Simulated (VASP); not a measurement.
Set up this calculation in VASP 6.6.1, as the native input.

| Quantity | Value |
| --- | --- |
| Task | single point |
| Functional | PBE |
| Potentials or basis | VASP PAW PBE potentials, release 64 (Sb, S) |
| Cutoff | 520 eV |
| k mesh | 4 × 4 × 4 |
| Occupations | gaussian, width 0.1 eV |
| Spin | no spin polarisation |
| Dipole correction | no |
| Further INCAR settings | ALGO = Normal; EDIFF = 1e-06; NBANDS = 18 |

The structure of Sb3S lies in POSCAR:

```
Sb3S
1.0
    4.6764806029      0.0000000000      0.0000000000
    0.0000000000      4.6764806029      0.0000000000
    0.0000000000      0.0000000000      4.6764806029
Sb S
3 1
Direct
    0.0000000000      0.5000000000      0.5000000000
    0.5000000000      0.0000000000      0.5000000000
    0.5000000000      0.5000000000      0.0000000000
    0.0000000000      0.0000000000      0.0000000000
```

One way to write it, as run:

INCAR

```
SYSTEM = Sb3S
PREC     = Accurate       ! precision mode
ENCUT    = 520            ! plane-wave cutoff, eV
EDIFF    = 1E-6           ! SCF threshold, eV
ISMEAR   = 0              ! smearing method
SIGMA    = 0.1            ! smearing width, eV
LREAL    = .False.        ! projectors in reciprocal space
LASPH    = .True.         ! aspherical terms in the spheres
NELM     = 100            ! most SCF steps
ALGO     = Normal         ! electronic algorithm
ISIF     = 2              ! what is computed and relaxed
LWAVE    = .False.        ! write WAVECAR
LCHARG   = .False.        ! write CHGCAR
GGA      = PE             ! functional
NBANDS   = 18             ! bands
```

KPOINTS

```
regular mesh
0
Gamma
  4 4 4
  0 0 0
```

Potentials or basis: VASP PAW PBE potentials, release 64 (Sb, S).

Command:

```bash
$ cat potpaw_PBE.64/Sb/POTCAR potpaw_PBE.64/S/POTCAR > POTCAR
$ mpirun -np 1 vasp_std > vasp.out
```

Results of the run:

The pressure is -2.5 GPa.

It took 9 s on 1 thread of Intel(R) Xeon(R) 6975P-C (Granite Rapids) (shared host), peak memory 0.2 GiB.
